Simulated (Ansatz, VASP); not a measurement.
## One calculation of GeCN2, two programs

INCAR

```
SYSTEM = GeCN2
PREC = Accurate
ENCUT = 520
EDIFF = 1E-7
ISMEAR = -1
SIGMA = 0.05
LREAL = .FALSE.
LASPH = .TRUE.
NELM = 60
ALGO = Normal
ISIF = 2
LWAVE = .FALSE.
LCHARG = .TRUE.
LELF = .TRUE.
LVHAR = .TRUE.
NBANDS = 22
```

Contents of KPOINTS:

```
regular mesh
0
G
  9 9 9
  0 0 0
```

File POSCAR:

```
GeCN2
1.0
    1.7695469874      1.0216484295      4.8554361226
   -1.7695469874      1.0216484295      4.8554361226
    0.0000000000     -2.0432968590      4.8554361226
Ge N C
1 2 1
Direct
    0.0000000000      0.0000000000      0.0000000000
    0.5839044000      0.5839044000      0.5839044000
    0.4160956000      0.4160956000      0.4160956000
    0.5000000000      0.5000000000      0.5000000000
```

File input.yaml:

```yaml
crystal:
  lattice:
    - [1.7695469874, 1.0216484295, 4.8554361226]
    - [-1.7695469874, 1.0216484295, 4.8554361226]
    - [0.0, -2.043296859, 4.8554361226]
  atoms:
    - { symbol: Ge, position: [0.0, 0.0, 0.0] }
    - { symbol: "N", position: [0.5839044, 0.5839044, 0.5839044] }
    - { symbol: "N", position: [0.4160956, 0.4160956, 0.4160956] }
    - { symbol: C, position: [0.5, 0.5, 0.5] }
kpoints:
  mp_grid: { grid: [9, 9, 9] }
scf:
  occupations: { method: fermi_dirac, width: 0.05 }
hamiltonian:
  xc: lda
  pseudopotentials: { kind: all_electron, lapw: { basis_error: 0.002 } }
output:
  forces: true
  stress: true
  eigenvalues: true
```

Change from the starting cell: volume scaled by 0.96.

Alike in both runs: task single point; functional LDA; k mesh 9 × 9 × 9; occupations fermi-dirac, width 0.05 eV; no spin polarisation.

|  | VASP | Ansatz |
| --- | --- | --- |
| version | VASP 6.6.1 | Ansatz 0.2.0 |
| potentials or method | VASP PAW LDA potentials, release 64 (Ge_d, N, C), cutoff 520 eV | all-electron LAPW, scalar-relativistic |

Ansatz gave:

| Quantity | Value |
| --- | --- |
| gap on the k mesh at the Fermi level (eV) | 0.88 |
| least direct gap on the mesh (eV) | 1.62 |
| pressure (GPa) | -1.3 |
| traceless stress, the component that is largest in VASP (GPa) | 4.53 |
| rms of the force components (eV/Å) | 0.362 |

Problem. Estimate VASP's values.

Solution. gap on the k mesh at the Fermi level (eV): 0.86; least direct gap on the mesh (eV): 1.58; pressure (GPa): -1.0; traceless stress, the component that is largest in VASP (GPa): 5.41; rms of the force components (eV/Å): 0.424.

LDA's correlation is that of Perdew and Zunger in VASP and of Perdew and Wang (1992) in Ansatz. Atom by atom the forces differ by 0.062 eV/Å (rms over components). Ansatz ran all-electron here, and VASP with PAW potentials.

Noted on VASP's run: the standard files for N, O and F lose accuracy on very short bonds.
